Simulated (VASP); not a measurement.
Runs of VASP 6.6.1 on Ir. The structure is that of space group P6_3/mmc (No. 194), or close to it. The cells are those of the table. 

```csv
cell,gap on the mesh (eV),pressure (GPa)
"a = 2.579, b = 2.579, c = 4.459 Å, angles 90.0, 90.0, 120.0°, 2 atoms",none,(a)
"a = 2.678, b = 2.678, c = 4.620 Å, angles 90.0, 90.0, 120.0°, 2 atoms",none,-8.1
"a = 2.759, b = 2.759, c = 4.269 Å, angles 90.0, 90.0, 120.0°, 2 atoms",none,(b)
"a = 2.705, b = 2.705, c = 4.503 Å, angles 90.0, 90.0, 120.0°, 2 atoms",none,-7.4
"a = 2.642, b = 2.642, c = 4.313 Å, angles 90.0, 90.0, 120.0°, 2 atoms",none,33.7
```

Alike in all rows: task single point; level LDA; potentials or basis VASP PAW LDA potentials, release 64 (Ir); no spin polarisation; k mesh 18 × 18 × 10; cutoff (eV) 500; smearing gaussian 0.15 eV.

Estimate the missing entries.

(a) 44.4; (b) -1.1.

Caveats: spin-orbit coupling is left out, which moves the levels of the heavy elements.

A k mesh can miss the band edges, and the runs leave out spin-orbit coupling on Ir.

A gap of «none» marks levels without a gap at the run's occupations.
